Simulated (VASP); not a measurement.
**Mg2CdN2: single point with PBE**

Mg2CdN2:

```xyz
5
Lattice="3.6339 0.0000 0.0000 -1.8170 3.1471 0.0000 0.0000 0.0000 6.1203" Properties=species:S:1:pos:R:3 pbc="T T T"
Mg    1.8170    1.0490    0.9391
Mg    0.0000    2.0980    5.1812
Cd    0.0000    0.0000    3.0602
N     1.8170    1.0490    4.7263
N     0.0000    2.0980    1.3940
```

```json
{
 "Program": "VASP 6.6.1",
 "Task": "single point",
 "Functional": "PBE",
 "Potentials or basis": "VASP PAW PBE potentials, release 64 (Mg, Cd, N)",
 "Cutoff": "600 eV",
 "k mesh": "2 × 5 × 1, shifted",
 "Occupations": "methfessel-paxton, width 0.136057 eV",
 "Spin": "no spin polarisation",
 "Dipole correction": "no",
 "Further INCAR settings": "ALGO = Normal; EDIFF = 1e-06; NBANDS = 21; ISYM = 0"
}
```

- Pressure: -6.8 GPa
- Largest force: 0.169 eV/Å
- Band gap on the k mesh: 1.99 eV, direct

Forces on the atoms (eV/Å):
```
Mg   0.001 -0.109 -0.004
Mg  -0.001  0.109  0.004
Cd   0.000  0.000  0.000
N   -0.002 -0.168  0.015
N    0.002  0.168 -0.015
```

Stress tensor (GPa, compression positive):
```
-9.10 -0.01 -0.02
-0.01 -5.30 -0.01
-0.02 -0.01 -6.09
```

Levels at points of the mesh, in eV from the valence-band top:
| k point | band 10 | band 11 | band 12 | band 13 | band 14 | band 15 | band 16 | band 17 |
| --- | --- | --- | --- | --- | --- | --- | --- | --- |
| (0.25, 0.10, 0.00) | -2.41 | -1.20 | -0.53 | -0.15 | 2.69 | 4.99 | 5.44 | 6.16 |

Run time: 25 s on 1 thread of Intel Xeon 8259CL, on a shared host, peak memory 0.2 GiB.

Caveat: the k points lie up to 1.03 Å⁻¹ apart. A k mesh can miss the band edges.
